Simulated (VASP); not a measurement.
# Bi2Br3: single point with PBE

The system is Bi2Br3.

```xyz
10
Lattice="3.6492 2.1069 6.6421 -3.6492 2.1069 6.6421 0.0000 -4.2137 6.6421" Properties=species:S:1:pos:R:3 pbc="T T T"
Bi    0.0000    0.0000   16.9808
Bi    0.0000    0.0000   12.9086
Bi    0.0000    0.0000    2.9455
Bi    0.0000    0.0000    7.0176
Br   -1.4141   -2.1069    8.3026
Br    2.5316   -0.1712    8.3026
Br   -1.1176    2.2781    8.3026
Br    1.4141    2.1069   11.6237
Br   -2.5316    0.1712   11.6237
Br    1.1176   -2.2781   11.6237
```

```
Program             : VASP 6.6.1
Task                : single point
Functional          : PBE
Potentials or basis : VASP PAW PBE potentials, release 64 (Bi_d, Br)
Cutoff              : 520 eV
k mesh              : 3 × 3 × 3
Occupations         : gaussian, width 0.1 eV
Spin                : no spin polarisation
```

| Item | Value |
| --- | --- |
| Pressure | 10.4 GPa |
| Largest force | 0.419 eV/Å |
| Band gap on the k mesh | zero (band 51 reaches 5.76 eV, above the bottom of band 52 at 5.52 eV) |

Forces on the atoms (eV/Å):
```
Bi   0.000  0.000 -0.419
Bi   0.000  0.000  0.419
Bi   0.000  0.000  0.419
Bi   0.000  0.000 -0.419
Br   0.137  0.000  0.000
Br  -0.069  0.119  0.000
Br  -0.069 -0.119  0.000
Br  -0.137  0.000  0.000
Br   0.069 -0.119  0.000
Br   0.069  0.119  0.000
```

Stress tensor (GPa, compression positive):
```
10.91  0.00  0.00
 0.00 10.91  0.00
 0.00  0.00  9.40
```

Levels at points of the mesh, in eV from the Fermi level:
| k point | band 48 | band 49 | band 50 | band 51 | band 52 | band 53 | band 54 | band 55 |
| --- | --- | --- | --- | --- | --- | --- | --- | --- |
| (0.00, 0.00, 0.00) | -3.07 | -0.99 | -0.99 | -0.96 | -0.15 | -0.15 | 0.95 | 1.09 |

Run time: 2.1 min on 1 thread of Intel(R) Xeon(R) Platinum 8488C (Sapphire Rapids) (shared host), peak memory 0.52 GiB.

Caveat: spin-orbit coupling is left out, which moves the levels of the heavy elements.
